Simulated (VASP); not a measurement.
# Sb (R-3m) in VASP: further runs

Sb is run at these levels: LDA; tasks: single point, relaxation of cell and atoms.

All numbers are computed with VASP 6.6.1; they aren't measurements. Logs are shortened: lines on timing, memory, paths and dates and some standing lists are left out, and cuts for length are marked.

## (1) The cell of the first run

The structure is trigonal, space group R-3m (No. 166). Conventional cell: a = 2.955 Å, b = 2.955 Å, c = 7.207 Å, α = 90.00°, β = 90.00°, γ = 120.00°. Sb (site symmetry -3m) has 12 Sb at 2.95 Å within 3.9 Å.

This isn't the form of Sb at room conditions, which is rhombohedral.

## (2) Single point, LDA

INCAR

```
SYSTEM = Sb
ALGO = Normal
EDIFF = 1E-7
ENCUT = 520
GGA = CA
ISIF = 2
ISMEAR = -1
LASPH = .TRUE.
LCHARG = .FALSE.
LREAL = .FALSE.
LWAVE = .FALSE.
NBANDS = 12
NELM = 80
PREC = Accurate
SIGMA = 0.08
```

KPOINTS

```
k-points
0
G
  12 12 12
  0 0 0
```

POSCAR

```
Sb
1.0
    1.4772669411     -0.8529004661      4.8049688640
    0.0000000000      1.7058009323      4.8049688640
   -1.4772669411     -0.8529004661      4.8049688640
Sb
2
Direct
    0.2500000051      0.2500000051      0.2500000051
   -0.2500000051     -0.2500000051     -0.2500000051
```

Potentials or basis: VASP PAW LDA potentials, release 64 (Sb).

Started as:

```sh
> cat potpaw_LDA.64/Sb/POTCAR > POTCAR
> mpirun -np 1 vasp_std > vasp.out
```

OUTCAR:

```text
SYSTEM = Sb
   EDIFF = 1E-7
   ENCUT = 520
   GGA = CA
   ISIF = 2
   ISMEAR = -1
   LASPH = .TRUE.
   LREAL = .FALSE.
   NELM = 80
   PREC = Accurate

 ion  position               nearest neighbor table
   1  0.250  0.250  0.250-   2 2.95   2 2.95   2 2.95   2 2.95   2 2.95   2 2.95
   2  0.750  0.750  0.750-   1 2.95   1 2.95   1 2.95   1 2.95   1 2.95   1 2.95

  LATTYP: Found a trigonal (rhomboedric) cell.
 ALAT       =     5.0987726567
 COS(alpha) =     0.8321131589

  Lattice vectors:

 A1 = (   1.4772669411,  -0.8529004661,   4.8049688640)
 A2 = (   0.0000000000,   1.7058009323,   4.8049688640)
 A3 = (  -1.4772669411,  -0.8529004661,   4.8049688640)

Analysis of symmetry for initial positions (statically):
=====================================================================
 Subroutine PRICEL returns following result:

  LATTYP: Found a trigonal (rhomboedric) cell.
 ALAT       =     2.9464705960
 COS(alpha) =     0.4972596232

  Lattice vectors:

 A1 = (   1.4772669411,   0.8529004662,   2.4024845790)
 A2 = (  -1.4772669411,   0.8529004662,   2.4024842850)
 A3 = (   0.0000000000,  -1.7058009323,   2.4024845790)

   2 primitive cells build up your supercell.

 Routine SETGRP: Setting up the symmetry group for a
 trigonal (rhombohedral) supercell.

 Subroutine GETGRP returns: Found 12 space group operations
 (whereof 12 operations were pure point group operations)
 out of a pool of 12 trial point group operations.

The static configuration has the point symmetry D_3d.

Analysis of symmetry for dynamics (positions and initial velocities):
=====================================================================
 Subroutine PRICEL returns following result:

  LATTYP: Found a trigonal (rhomboedric) cell.
 ALAT       =     2.9464705960
 COS(alpha) =     0.4972596232

  Lattice vectors:

 A1 = (   1.4772669411,   0.8529004662,   2.4024845790)
 A2 = (  -1.4772669411,   0.8529004662,   2.4024842850)
 A3 = (   0.0000000000,  -1.7058009323,   2.4024845790)

   2 primitive cells build up your supercell.

 Routine SETGRP: Setting up the symmetry group for a
 trigonal (rhombohedral) supercell.

 Subroutine GETGRP returns: Found 12 space group operations
 (whereof 12 operations were pure point group operations)
 out of a pool of 12 trial point group operations.

The dynamic configuration has the point symmetry D_3d.

 Subroutine INISYM returns: Found 12 space group operations
 (whereof 12 operations are pure point group operations),
[... 100 lines left out ...]
   ISIF   =      2    stress and relaxation
   ISYM   =      2    0-nonsym 1-usesym 2-fastsym
   POTIM  = 0.5000    time-step for ionic-motion
   TEBEG  =    0.0;   TEEND  =   0.0 temperature during run
   PSTRESS=    0.0 pullay stress
   NELECT =      10.0000    total number of electrons
   NUPDOWN=      -1.0000    fix difference up-down
   EMIN   =  10.00;   EMAX   =-10.00  energy-range for DOS
   EFERMI =   0.00;   METHOD = LEGACY
   ISMEAR =    -1;   SIGMA  =   0.08  broadening in eV -4-tet -1-fermi 0-gaus
   EFERMI_NEDOS =   21; number of points for ismear=-14 and -15
   IALGO  =     38    algorithm
   IMIX   =      4    mixing-type and parameters
     AMIX     =   0.40;   BMIX     =  1.00
     AMIX_MAG =   1.60;   BMIX_MAG =  1.00
  volume/ion in A,a.u.               =      18.16       122.56
  Fermi-wavevector in a.u.,A,eV,Ry     =   1.064981  2.012522 15.431512  1.134184
  Thomas-Fermi vector in A             =   2.200517
   LORBIT       =      0    0 simple, 1 ext, 2 COOP (PROOUT), +10 PAW based schemes
   GGA     = CA    functional components
   LHFCALC =     F    Hartree Fock is set to
   AEXX    =    0.0000 exact exchange contribution
   IVDW    =     0    specifies the selected vdW correction
   LEPSILON=     F    determine dielectric tensor
   LRPA    =     F    only Hartree local field effects (RPA)
 non-spin polarized calculation
  energy-cutoff  :      520.00
  volume of cell :       36.32
 maximum number of plane-waves:      1011
 NGX is ok and might be reduce to    40
   NGX = 19   NGY = 19   NGZ = 19

 number of electron      10.0000000 magnetization

 Free energy of the ion-electron system (eV)
  ---------------------------------------------------
  ext. energy  EPLUGINS =         0.00000000
  ---------------------------------------------------
  free energy    TOTEN  =        -7.16901239 eV

  energy without entropy =       -7.14894539  energy(sigma->0) =       -7.15897889

 E-fermi :  14.7114     XC(G=0): -12.1494

 val. band max:       14.7104309722   @ k =  -0.3333   0.4167   0.1667
 cond. band min:      14.7139120553   @ k =  -0.3333   0.1667   0.0833
 fundamental gap:      0.0034810831
 Fermi energy:        14.7113602638

 k-point     1 :       0.0000    0.0000    0.0000
  band No.  band energies     occupation
      1      -2.1127      2.00000
      2       4.3014      2.00000
      3       5.8870      2.00000
      4      20.3200      0.00000
      5      20.3200      0.00000
      6      23.1695      0.00000
      7      23.1695      0.00000
      8      23.3073      0.00000
      9      23.9631      0.00000
     10      24.5701      0.00000
     11      24.5972      0.00000
     12      24.5972      0.00000
[... 331 lines left out ...]
 k-point    24 :      -0.4167    0.1667    0.0000
  band No.  band energies     occupation
      1       4.5655      2.00000
      2       4.9800      2.00000
      3       8.9337      2.00000
      4      10.5443      2.00000
      5      11.9030      2.00000
      6      13.2132      2.00000
      7      13.9829      1.99978
      8      16.0782      0.00000
      9      23.9305      0.00000
     10      24.1404      0.00000
     11      25.4692      0.00000
     12      25.7534      0.00000

 [... further k-points ...]

------------------------ aborting loop because EDIFF is reached ----------------------------------------

  FORCE on cell =-STRESS in cart. coord.  units (eV):
  Direction    XX          YY          ZZ          XY          YZ          ZX
  --------------------------------------------------------------------------------------
  -------------------------------------------------------------------------------------
  Total       12.6346225     12.6346225     12.6434567     -0.0000000      0.0000000      0.0000000
  in kB      557.2803047    557.2803047    557.6699591     -0.0000000      0.0000000      0.0000000
  external PRESSURE =     557.4101895 kB  Pullay stress =       0.0000000 kB

 VOLUME and BASIS-vectors are now :
 -----------------------------------------------------------------------------
  energy-cutoff  :      520.00
  volume of cell :       36.32
      direct lattice vectors                 reciprocal lattice vectors
     1.477266941 -0.852900466  4.804968864     0.338462864 -0.195411626  0.069372631
     0.000000000  1.705800932  4.804968864     0.000000000  0.390823251  0.069372631
    -1.477266941 -0.852900466  4.804968864    -0.338462864 -0.195411626  0.069372631

 POSITION                                       TOTAL-FORCE (eV/Angst)
 -----------------------------------------------------------------------------------
      0.00000      0.00000      3.60373         0.000000      0.000000      0.000000
      0.00000      0.00000     10.81118         0.000000      0.000000     -0.000000
 -----------------------------------------------------------------------------------
    total drift:                               -0.000000      0.000000      0.000000

  FREE ENERGIE OF THE ION-ELECTRON SYSTEM (eV)
  ---------------------------------------------------
  free  energy   TOTEN  =        -7.1690123938 eV

  energy  without entropy=       -7.1489453872  energy(sigma->0) =       -7.15897889
```

Run time: 5.1 min. Hardware: 1 thread of AMD EPYC 7R13, shared host; peak memory 0.22 GiB.

Results:

| Quantity | Value |
| --- | --- |
| Free energy | -7.1690 eV |
| Pressure | 55.7 GPa |
| Band gap on the k mesh | zero (bands 5 and 6 overlap by 10.38 eV) |

Levels at points of the mesh, in eV from the Fermi level:
| k point | band 3 | band 4 | band 5 | band 6 | band 7 | band 8 |
| --- | --- | --- | --- | --- | --- | --- |
| (0.00, 0.00, 0.00) | -8.82 | 5.61 | 5.61 | 8.46 | 8.46 | 8.60 |
| (0.50, 0.00, 0.00) | -5.48 | -5.48 | -0.84 | -0.84 | 2.18 | 2.18 |
| (0.50, 0.50, 0.00) | -7.54 | -7.47 | 0.24 | 0.34 | 4.51 | 4.89 |
| (0.50, 0.50, 0.50) | -0.72 | -0.72 | 6.59 | 6.59 | 6.59 | 6.59 |

Caveat: the cell stands under pressure; spin-orbit coupling is left out, which moves the levels of the heavy elements.

## (3) Single point, LDA

INCAR

```
  PREC = Accurate
  ENCUT = 520
  EDIFF = 1E-7
  ISMEAR = -1
  SIGMA = 0.08
  LREAL = F
  LASPH = T
  NELM = 80
  ALGO = Normal
  ISIF = 2
  LWAVE = F
  LCHARG = F
  NBANDS = 12
```

KPOINTS

```
Automatic mesh
0
Gamma
  12 12 12
```

POSCAR

```
Sb
1.0
    1.4773632462     -0.8529560678      4.8053563131
    0.0000000000      1.7059121357      4.8053563131
   -1.4773632462     -0.8529560678      4.8053563131
Sb
2
Direct
    0.2500000000      0.2500000000      0.2500000000
   -0.2500000000     -0.2500000000     -0.2500000000
```

Potentials or basis: VASP PAW LDA potentials, release 64 (Sb).

Started as:

```sh
> cat potpaw_LDA.64/Sb/POTCAR > POTCAR
> mpirun -np 1 vasp_std > vasp.out
```

It took 5.8 min on 1 thread of AMD EPYC 7R13, shared host; peak memory 0.22 GiB.

Results (log left out):

| Item | Value |
| --- | --- |
| Free energy | -7.1717 eV |
| Pressure | 55.7 GPa |
| Band gap on the k mesh | zero (bands 5 and 6 overlap by 10.38 eV) |

Levels at points of the mesh, in eV from the Fermi level:
| k point | band 3 | band 4 | band 5 | band 6 | band 7 | band 8 |
| --- | --- | --- | --- | --- | --- | --- |
| (0.00, 0.00, 0.00) | -8.82 | 5.61 | 5.61 | 8.46 | 8.46 | 8.59 |
| (0.50, 0.00, 0.00) | -5.48 | -5.48 | -0.84 | -0.84 | 2.18 | 2.18 |
| (0.50, 0.50, 0.00) | -7.54 | -7.47 | 0.24 | 0.34 | 4.51 | 4.89 |
| (0.50, 0.50, 0.50) | -0.72 | -0.72 | 6.59 | 6.59 | 6.59 | 6.59 |

Caveat: the cell stands under pressure; spin-orbit coupling is left out, which moves the levels of the heavy elements.

## (4) Relaxation of cell and atoms, LDA, target pressure 54 GPa, at which the enthalpy is minimised

INCAR

```
SYSTEM = Sb
PREC = Accurate ; ENCUT = 600
EDIFF = 1E-7 ; ISMEAR = -1
SIGMA = 0.08 ; LREAL = .False.
LASPH = .True. ; NELM = 100
ALGO = Normal ; ISIF = 3
LWAVE = .False. ; LCHARG = .False.
IBRION = 2 ; NSW = 32
EDIFFG = -0.005 ; PSTRESS = 540.0
```

KPOINTS

```
regular mesh
0
Gamma
  12 12 12
  0 0 0
```

POSCAR

```
Sb
1.0
    1.4772669411     -0.8529004661      4.8049688640
    0.0000000000      1.7058009323      4.8049688640
   -1.4772669411     -0.8529004661      4.8049688640
Sb
2
Direct
    0.2500000051      0.2500000051      0.2500000051
   -0.2500000051     -0.2500000051     -0.2500000051
```

Potentials or basis: VASP PAW LDA potentials, release 64 (Sb).

Started as:

```sh
> cat potpaw_LDA.64/Sb/POTCAR > POTCAR
> mpirun -np 1 vasp_std > vasp.out
```

OUTCAR:

```text
SYSTEM = Sb
   PREC = Accurate
   ENCUT = 600
   EDIFF = 1E-7
   ISMEAR = -1
   LREAL = .False.
   LASPH = .True.
   NELM = 100
   ISIF = 3
   IBRION = 2
   NSW = 32
   EDIFFG = -0.005
   PSTRESS = 540.0

 ion  position               nearest neighbor table
   1  0.250  0.250  0.250-   2 2.95   2 2.95   2 2.95   2 2.95   2 2.95   2 2.95
   2  0.750  0.750  0.750-   1 2.95   1 2.95   1 2.95   1 2.95   1 2.95   1 2.95

  LATTYP: Found a trigonal (rhomboedric) cell.
 ALAT       =     5.0987726567
 COS(alpha) =     0.8321131589

  Lattice vectors:

 A1 = (   1.4772669411,  -0.8529004661,   4.8049688640)
 A2 = (   0.0000000000,   1.7058009323,   4.8049688640)
 A3 = (  -1.4772669411,  -0.8529004661,   4.8049688640)

Analysis of symmetry for initial positions (statically):
=====================================================================
 Subroutine PRICEL returns following result:

  LATTYP: Found a trigonal (rhomboedric) cell.
 ALAT       =     2.9464705960
 COS(alpha) =     0.4972596232

  Lattice vectors:

 A1 = (   1.4772669411,   0.8529004662,   2.4024845790)
 A2 = (  -1.4772669411,   0.8529004662,   2.4024842850)
 A3 = (   0.0000000000,  -1.7058009323,   2.4024845790)

[... 189 lines left out ...]
  Total       12.6339509     12.6339509     12.6428158     -0.0000000      0.0000000      0.0000000
  in kB      557.2506833    557.2506833    557.6416905     -0.0000000      0.0000000      0.0000000
  external PRESSURE =      17.3810191 kB  Pullay stress =     540.0000000 kB
[... 63 lines left out ...]
--------------------------------------- Ionic step        3  -------------------------------------------

 number of electron      10.0000000 magnetization

 Free energy of the ion-electron system (eV)
  ---------------------------------------------------
  ext. energy  EPLUGINS =         0.00000000
  ---------------------------------------------------
  free energy    TOTEN  =        -7.24541738 eV

  energy without entropy =       -7.22524242  energy(sigma->0) =       -7.23532990

 E-fermi :  14.5950     XC(G=0): -12.1205

 val. band max:       14.5893417003   @ k =   0.5000   0.5000   0.4167
 cond. band min:      14.6032728879   @ k =  -0.3333   0.1667   0.0833
 fundamental gap:      0.0139311877
 Fermi energy:        14.5950387148

 k-point     1 :       0.0000    0.0000    0.0000
  band No.  band energies     occupation
      1      -2.1559      2.00000
      2       4.2088      2.00000
      3       5.8260      2.00000
      4      20.1686      0.00000
      5      20.1686      0.00000
      6      22.9991      0.00000
      7      22.9991      0.00000
      8      23.1344      0.00000
      9      23.8619      0.00000
[... 265 lines left out ...]
 k-point    24 :      -0.4167    0.1667    0.0000
  band No.  band energies     occupation
      1       4.4830      2.00000
      2       4.8964      2.00000
      3       8.8454      2.00000
      4      10.4391      2.00000
      5      11.8000      2.00000
      6      13.0994      2.00000
      7      13.8789      1.99974
      8      15.9603      0.00000
      9      23.7916      0.00000

 [... further k-points ...]

------------------------ aborting loop because EDIFF is reached ----------------------------------------

  FORCE on cell =-STRESS in cart. coord.  units (eV):
  Direction    XX          YY          ZZ          XY          YZ          ZX
  --------------------------------------------------------------------------------------
  -------------------------------------------------------------------------------------
  Total       12.3124605     12.3124605     12.3161577      0.0000000      0.0000000      0.0000000
  in kB      539.7646212    539.7646213    539.9267027      0.0000000      0.0000000      0.0000000
  external PRESSURE =      -0.1813516 kB  Pullay stress =     540.0000000 kB
[... 21 lines left out ...]
  energy  without entropy=       -7.2252424237  energy(sigma->0) =       -7.23532990

  enthalpy is  TOTEN    =         5.0724122882 eV   P V=       12.3178296644

 reached required accuracy - stopping structural energy minimisation
```

Wall time 11 min (1 thread of AMD EPYC 7R13, shared host); peak memory 0.24 GiB.

What came out:

```yaml
Free_energy: -7.2454 eV
Relaxed_volume: 18.27 Å³/atom
Relaxed_cell: a = 5.109 Å, b = 5.109 Å, c = 5.109 Å, α = 33.68°, β = 33.68°, γ = 33.68°
Space_group_after_relaxing_to_0.1_Å: Fm-3m (No. 225)
Energy_change_on_relaxing_the_run_minimises_the_enthalpy: -38.1 meV/atom
Ionic_steps: 3
Pressure_after_relaxing: 54.0 GPa
Band_gap_on_the_k_mesh: zero (bands 5 and 6 overlap by 10.31 eV)
```

Step by step:
| step | energy change (eV) | largest force (eV/Å) | pressure (GPa) | volume (Å³) |
| --- | --- | --- | --- | --- |
| 1 | 0.0000 | 0.0000 | 55.74 | 36.32 |
| 2 | -0.3377 | 0.0000 | 47.91 | 37.37 |
| 3 | -0.0762 | 0.0000 | 53.98 | 36.55 |

Final structure:
```
CELL_PARAMETERS angstrom
1.48025 -0.85463 4.81491
0.00000 1.70925 4.81491
-1.48025 -0.85463 4.81491
ATOMIC_POSITIONS crystal
Sb 0.25000 0.25000 0.25000
Sb 0.75000 0.75000 0.75000
```

Caveat: the cell is relaxed towards a set pressure, so the run minimises the enthalpy, not the energy; spin-orbit coupling is left out, which moves the levels of the heavy elements.
